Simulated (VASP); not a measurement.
# P (Cmce) in VASP: notebook

The runs below take P through single point, with PBE.

All numbers are computed with VASP 6.6.1; they aren't measurements. Logs are shortened: lines on timing, memory, paths and dates and some standing lists are left out, and cuts for length are marked.

### Step 1. The cell of the first run

It takes space group Cmce (No. 64, orthorhombic). The conventional cell has a = 3.261 Å, b = 11.116 Å, c = 4.489 Å, α = 90.00°, β = 90.00°, γ = 90.00°. P (site symmetry m) has 3 P at 2.20 to 2.23 Å within 2.9 Å.

### Step 2. Single point, PBE (strain -0.015 along x and y, -0.015 along z)

The input, INCAR:

```
SYSTEM = P
PREC = Accurate ; ENCUT = 520
EDIFF = 1E-6 ; ISMEAR = 0
SIGMA = 0.03 ; LREAL = .False.
LASPH = .True. ; NELM = 80
ALGO = Normal ; ISIF = 2
LWAVE = .False. ; LCHARG = .False.
GGA = PE ; NBANDS = 18
```

The input, KPOINTS:

```
Automatic mesh
0
Gamma
  10 10 8
  0 0 0
```

The input, POSCAR:

```
P
1.0
    1.6303879836     -5.5580769820      0.0000000000
    1.6303879836      5.5580769820      0.0000000000
    0.0000000000      0.0000000000      4.4894062234
P
4
Direct
    0.0940707809      0.9059292191      0.9137202394
    0.5940707809      0.4059292191      0.5862797606
    0.9059292191      0.0940707809      0.0862797606
    0.4059292191      0.5940707809      0.4137202394
```

Potentials or basis: VASP PAW PBE potentials, release 64 (P).

The run is started by

```sh
cat potpaw_PBE.64/P/POTCAR > POTCAR
mpirun -np 1 vasp_std > vasp.out
```

OUTCAR:

```text
SYSTEM = P
   PREC = Accurate
   ENCUT = 520
   EDIFF = 1E-6
   ISMEAR = 0
   LREAL = .False.
   LASPH = .True.
   NELM = 80
   ISIF = 2
   GGA = PE

 ion  position               nearest neighbor table
   1  0.094  0.906  0.914-   2 2.20   2 2.20   3 2.23
   2  0.594  0.406  0.586-   1 2.20   1 2.20   4 2.23
   3  0.906  0.094  0.086-   4 2.20   4 2.20   1 2.23
   4  0.406  0.594  0.414-   3 2.20   3 2.20   2 2.23

  LATTYP: Found a base centered orthorhombic cell.
 ALAT       =     3.2607759672
 B/A-ratio  =     3.4090517336
 C/A-ratio  =     1.3767907604

  Lattice vectors:

 A1 = (   1.6303879836,  -5.5580769820,   0.0000000000)
 A2 = (   1.6303879836,   5.5580769820,   0.0000000000)
 A3 = (   0.0000000000,   0.0000000000,   4.4894062234)

Analysis of symmetry for initial positions (statically):
=====================================================================
 Subroutine PRICEL returns:
 Original cell was already a primitive cell.

 Routine SETGRP: Setting up the symmetry group for a
 base centered orthorhombic supercell.

 Subroutine GETGRP returns: Found  8 space group operations
 (whereof  4 operations were pure point group operations)
 out of a pool of  8 trial point group operations.

The static configuration has the point symmetry C_2h.
 The point group associated with its full space group is D_2h.

Analysis of symmetry for dynamics (positions and initial velocities):
=====================================================================
 Subroutine PRICEL returns:
 Original cell was already a primitive cell.

 Routine SETGRP: Setting up the symmetry group for a
 base centered orthorhombic supercell.

 Subroutine GETGRP returns: Found  8 space group operations
 (whereof  4 operations were pure point group operations)
 out of a pool of  8 trial point group operations.

The dynamic configuration has the point symmetry C_2h.
 The point group associated with its full space group is D_2h.

 Subroutine INISYM returns: Found  8 space group operations
 (whereof  4 operations are pure point group operations),
 and found     1 'primitive' translations

----------------------------------------------------------------------------------------

                                     Primitive cell

  volume of cell :      81.3644

  direct lattice vectors                    reciprocal lattice vectors
     1.630387984 -5.558076982  0.000000000     0.306675469 -0.089959171  0.000000000
     1.630387984  5.558076982  0.000000000     0.306675469  0.089959171  0.000000000
     0.000000000  0.000000000  4.489406223     0.000000000  0.000000000  0.222746606

  length of vectors
     5.792269392  5.792269392  4.489406223     0.319597397  0.319597397  0.222746606

  position of ions in fractional coordinates (direct lattice)
     0.094070781  0.905929219  0.913720239
     0.594070781  0.405929219  0.586279761
     0.905929219  0.094070781  0.086279761
     0.405929219  0.594070781  0.413720239

  ion indices of the primitive-cell ions
   primitive index   ion index
                 1           1
                 2           2
                 3           3
                 4           4

----------------------------------------------------------------------------------------

 KPOINTS: Automatic mesh

Automatic generation of k-mesh.
 Grid dimensions read from file:
 generate k-points for:   10   10    8

 Generating k-lattice:

  Cartesian coordinates                     Fractional coordinates (reciprocal lattice)
     0.030667547 -0.008995917  0.000000000     0.100000000  0.000000000  0.000000000
     0.030667547  0.008995917  0.000000000     0.000000000  0.100000000  0.000000000
     0.000000000  0.000000000  0.027843326     0.000000000  0.000000000  0.125000000

  Length of vectors
     0.031959740  0.031959740  0.027843326

  Shift w.r.t. Gamma in fractional coordinates (k-lattice)
     0.000000000  0.000000000  0.000000000

 Subroutine IBZKPT returns following result:
 ===========================================

 Found    155 irreducible k-points:

 Following reciprocal coordinates:
            Coordinates               Weight
  0.000000  0.000000  0.000000      1.000000
  0.100000  0.000000  0.000000      4.000000
  0.200000  0.000000  0.000000      4.000000
  0.300000 -0.000000  0.000000      4.000000
  0.400000  0.000000  0.000000      4.000000
  0.500000 -0.000000  0.000000      2.000000
[... 16 lines left out ...]
  0.300000  0.300000  0.000000      2.000000
  0.400000  0.300000  0.000000      4.000000
 [... further k-points ...]
   k-points           NKPTS =    155   k-points in BZ     NKDIM =    155   number of bands    NBANDS=     18
   number of dos      NEDOS =    301   number of ions     NIONS =      4
   total plane-waves  NPLWV =  82944
   dimension x,y,z NGX =    48 NGY =   48 NGZ =   36
   dimension x,y,z NGXF=    96 NGYF=   96 NGZF=   72
   ions per type =               4
   NGX,Y,Z   is equivalent  to a cutoff of  13.78, 13.78, 13.33 a.u.
   NGXF,Y,Z  is equivalent  to a cutoff of  27.55, 27.55, 26.66 a.u.
 SYSTEM =  P
   PREC   = accura    normal or accurate (medium, high low for compatibility)
   ISTART =      0    job   : 0-new  1-cont  2-samecut
   ICHARG =      2    charge: 1-file 2-atom 10-const
   ISPIN  =      1    spin polarized calculation?
   LNONCOLLINEAR =      F non collinear calculations
   LSORBIT =      F    spin-orbit coupling
   LASPH  =      T    aspherical Exc in radial PAW
   ENCUT  =  520.0 eV  38.22 Ry    6.18 a.u.  10.77 10.77  8.35*2*pi/ulx,y,z
   NELM   =     80;   NELMIN=  2; NELMDL= -5     # of ELM steps
   EDIFF  = 0.1E-05   stopping-criterion for ELM
   LREAL  =      F    real-space projection
   EDIFFG = 0.1E-04   stopping-criterion for IOM
   NSW    =      0    number of steps for IOM
   IBRION =     -1    ionic relax: 0-MD 1-quasi-New 2-CG
   NFREE  =      0    steps in history (QN), initial steepest desc. (CG)
   ISIF   =      2    stress and relaxation
   ISYM   =      2    0-nonsym 1-usesym 2-fastsym
   POTIM  = 0.5000    time-step for ionic-motion
   TEBEG  =    0.0;   TEEND  =   0.0 temperature during run
   PSTRESS=    0.0 pullay stress
   NELECT =      20.0000    total number of electrons
   NUPDOWN=      -1.0000    fix difference up-down
   EMIN   =  10.00;   EMAX   =-10.00  energy-range for DOS
   EFERMI =   0.00;   METHOD = LEGACY
   ISMEAR =     0;   SIGMA  =   0.03  broadening in eV -4-tet -1-fermi 0-gaus
   EFERMI_NEDOS =   21; number of points for ismear=-14 and -15
   IALGO  =     38    algorithm
   IMIX   =      4    mixing-type and parameters
     AMIX     =   0.40;   BMIX     =  1.00
     AMIX_MAG =   1.60;   BMIX_MAG =  1.00
  volume/ion in A,a.u.               =      20.34       137.27
  Fermi-wavevector in a.u.,A,eV,Ry     =   1.025510  1.937933 14.308857  1.051671
  Thomas-Fermi vector in A             =   2.159354
   LORBIT       =      0    0 simple, 1 ext, 2 COOP (PROOUT), +10 PAW based schemes
   GGA     = PE    functional components
   LHFCALC =     F    Hartree Fock is set to
   AEXX    =    0.0000 exact exchange contribution
   IVDW    =     0    specifies the selected vdW correction
   LEPSILON=     F    determine dielectric tensor
   LRPA    =     F    only Hartree local field effects (RPA)
 non-spin polarized calculation
 Gauss-broadening in eV      SIGMA  =   0.03
  energy-cutoff  :      520.00
  volume of cell :       81.36
 maximum number of plane-waves:      2216
 NGX is ok and might be reduce to    48
   NGX = 21   NGY = 21   NGZ = 17

 number of electron      20.0000000 magnetization

 Free energy of the ion-electron system (eV)
  ---------------------------------------------------
  ext. energy  EPLUGINS =         0.00000000
  ---------------------------------------------------
  free energy    TOTEN  =       -21.47649387 eV

  energy without entropy =      -21.47647111  energy(sigma->0) =      -21.47648249

 E-fermi :   5.8690     XC(G=0):  -9.4241

 val. band max:        5.8453607369   @ k =   0.5000   0.5000   0.0000
 cond. band min:       5.8926071949   @ k =   0.5000   0.5000   0.0000
 fundamental gap:      0.0472464580
 Fermi energy:         5.8689839661

 k-point     1 :       0.0000    0.0000    0.0000
  band No.  band energies     occupation
      1     -10.0408      2.00000
      2      -7.2423      2.00000
      3      -3.8873      2.00000
      4      -0.9242      2.00000
      5       0.8214      2.00000
      6       0.9801      2.00000
[... 10 lines left out ...]
     17      12.5701      0.00000
     18      13.0357      0.00000

 k-point     2 :       0.1000    0.0000    0.0000
  band No.  band energies     occupation
      1      -9.9153      2.00000
      2      -7.1217      2.00000
      3      -3.9335      2.00000
      4      -0.8125      2.00000
      5       0.8001      2.00000
      6       0.9209      2.00000
[... 10 lines left out ...]
     17      12.2446      0.00000
     18      12.5483      0.00000

 k-point     3 :       0.2000    0.0000    0.0000
  band No.  band energies     occupation
      1      -9.5414      2.00000
      2      -6.7601      2.00000
      3      -4.1901      2.00000
      4      -0.4915      2.00000
      5      -0.1044      2.00000
      6       0.2058      2.00000
[... 10 lines left out ...]
     17      10.8686      0.00000
     18      12.4400      0.00000

 k-point     4 :       0.3000   -0.0000    0.0000
  band No.  band energies     occupation
      1      -8.9276      2.00000
      2      -6.1589      2.00000
      3      -4.8852      2.00000
      4      -1.5351      2.00000
      5      -0.2587      2.00000
      6      -0.0235      2.00000
[... 375 lines left out ...]
      4      -0.7623      2.00000
      5       0.7087      2.00000
      6       0.8019      2.00000
[... 10 lines left out ...]
     17      12.3381      0.00000
     18      12.9617      0.00000

 k-point    23 :       0.3000    0.3000    0.0000
  band No.  band energies     occupation
      1      -8.0267      2.00000
      2      -5.9865      2.00000
      3      -5.4915      2.00000
      4      -2.8209      2.00000
      5      -0.1003      2.00000
      6       0.5853      2.00000
[... 10 lines left out ...]
     17      12.0552      0.00000
     18      13.0006      0.00000

 k-point    24 :       0.4000    0.3000    0.0000
  band No.  band energies     occupation
      1      -8.8472      2.00000
      2      -6.3643      2.00000
      3      -4.9099      2.00000
      4      -1.3884      2.00000
      5      -0.2699      2.00000
      6       0.3748      2.00000
[... 10 lines left out ...]
     17      12.0366      0.00000
     18      12.1853      0.00000

 [... further k-points ...]
[... 5 lines left out ...]
  --------------------------------------------------------------------------------------
  -------------------------------------------------------------------------------------
  Total        2.0115460      1.2094241      1.5060493      0.0000000      0.0000000      0.0000000
  in kB       39.6101167     23.8152301     29.6561885      0.0000000      0.0000000      0.0000000
  external PRESSURE =      31.0271784 kB  Pullay stress =       0.0000000 kB

 VOLUME and BASIS-vectors are now :
 -----------------------------------------------------------------------------
  energy-cutoff  :      520.00
  volume of cell :       81.36
      direct lattice vectors                 reciprocal lattice vectors
     1.630387984 -5.558076982  0.000000000     0.306675469 -0.089959171  0.000000000
     1.630387984  5.558076982  0.000000000     0.306675469  0.089959171  0.000000000
     0.000000000  0.000000000  4.489406223     0.000000000  0.000000000  0.222746606

 POSITION                                       TOTAL-FORCE (eV/Angst)
 -----------------------------------------------------------------------------------
      1.63039      4.51237      4.10206         0.000000     -0.265074      0.209393
      1.63039     -1.04571      2.63205         0.000000     -0.265074     -0.209393
      1.63039     -4.51237      0.38734         0.000000      0.265074     -0.209393
      1.63039      1.04571      1.85736         0.000000      0.265074      0.209393
 -----------------------------------------------------------------------------------
    total drift:                                0.000000      0.000000     -0.000000

  FREE ENERGIE OF THE ION-ELECTRON SYSTEM (eV)
  ---------------------------------------------------
  free  energy   TOTEN  =       -21.4764938738 eV

  energy  without entropy=      -21.4764711126  energy(sigma->0) =      -21.47648249
```

Run time: 3.9 min. Hardware: 1 thread of Intel Xeon Platinum 8488C (Sapphire Rapids), shared host; peak memory 0.35 GiB.

Results:

```yaml
Free_energy: -21.4765 eV
Pressure: 3.1 GPa
Largest_force: 0.338 eV/Å
Band_gap_on_the_k_mesh: 0.05 eV
```

Forces on the atoms (eV/Å):
```
P    0.000 -0.265  0.209
P    0.000 -0.265 -0.209
P    0.000  0.265 -0.209
P    0.000  0.265  0.209
```

Stress tensor (GPa, compression positive):
```
3.96 0.00 0.00
0.00 2.38 0.00
0.00 0.00 2.97
```

Caveat: the cell differs from its parent crystal (strain -0.015 along x and y, -0.015 along z); the cell stands under pressure. A k mesh can miss the band edges.

### Step 3. Single point, PBE (strain -0.030 along x and y, +0.030 along z)

The input, INCAR:

```
SYSTEM = P
  ALGO = Normal
  EDIFF = 1E-6
  ENCUT = 520
  GGA = PE
  ISIF = 2
  ISMEAR = 0
  LASPH = .TRUE.
  LCHARG = .FALSE.
  LREAL = .FALSE.
  LWAVE = .FALSE.
  NBANDS = 18
  NELM = 80
  PREC = Accurate
  SIGMA = 0.03
```

The input, KPOINTS:

```
k-points
0
G
  10 10 8
  0 0 0
```

The input, POSCAR:

```
P
1.0
    1.6055597402     -5.4734362158      0.0000000000
    1.6055597402      5.4734362158      0.0000000000
    0.0000000000      0.0000000000      4.6945060001
P
4
Direct
    0.0940707809      0.9059292191      0.9137202394
    0.5940707809      0.4059292191      0.5862797606
    0.9059292191      0.0940707809      0.0862797606
    0.4059292191      0.5940707809      0.4137202394
```

Potentials or basis: VASP PAW PBE potentials, release 64 (P).

The run is started by

```sh
cat potpaw_PBE.64/P/POTCAR > POTCAR
mpirun -np 1 vasp_std > vasp.out
```

Wall time 3.8 min (1 thread of Intel Xeon Platinum 8488C (Sapphire Rapids), shared host); peak memory 0.32 GiB.

The run converged. Its results:

```yaml
Free_energy: -21.4309 eV
Pressure: 2.2 GPa
Largest_force: 0.609 eV/Å
Band_gap_on_the_k_mesh: 0.22 eV (least direct gap 0.44 eV)
```

Forces on the atoms (eV/Å):
```
P    0.000 -0.415 -0.445
P    0.000 -0.415  0.445
P    0.000  0.415  0.445
P    0.000  0.415 -0.445
```

Stress tensor (GPa, compression positive):
```
 4.52  0.00  0.00
 0.00  3.94  0.00
 0.00  0.00 -1.97
```

Levels at points of the mesh, in eV from the valence-band top:
| k point | band 7 | band 8 | band 9 | band 10 | band 11 | band 12 | band 13 | band 14 |
| --- | --- | --- | --- | --- | --- | --- | --- | --- |
| (0.00, 0.00, 0.00) | -3.31 | -2.73 | -1.72 | -1.27 | 0.79 | 1.75 | 2.65 | 2.90 |
| (0.50, 0.00, 0.00) | -3.32 | -3.32 | -2.46 | -2.46 | 0.62 | 0.62 | 1.51 | 1.51 |
| (0.50, 0.50, 0.00) | -3.40 | -1.58 | -1.48 | 0.00 | 0.44 | 1.55 | 2.80 | 2.83 |
| (0.00, 0.00, 0.50) | -2.52 | -2.52 | -1.83 | -1.83 | 2.12 | 2.12 | 3.32 | 3.32 |
| (0.50, 0.00, 0.50) | -5.14 | -5.14 | -1.56 | -1.56 | 1.99 | 1.99 | 2.92 | 2.92 |
| (0.50, 0.50, 0.50) | -2.55 | -2.55 | -2.01 | -2.01 | 2.04 | 2.04 | 2.74 | 2.74 |

Caveat: the cell differs from its parent crystal (strain -0.030 along x and y, +0.030 along z). A k mesh can miss the band edges.
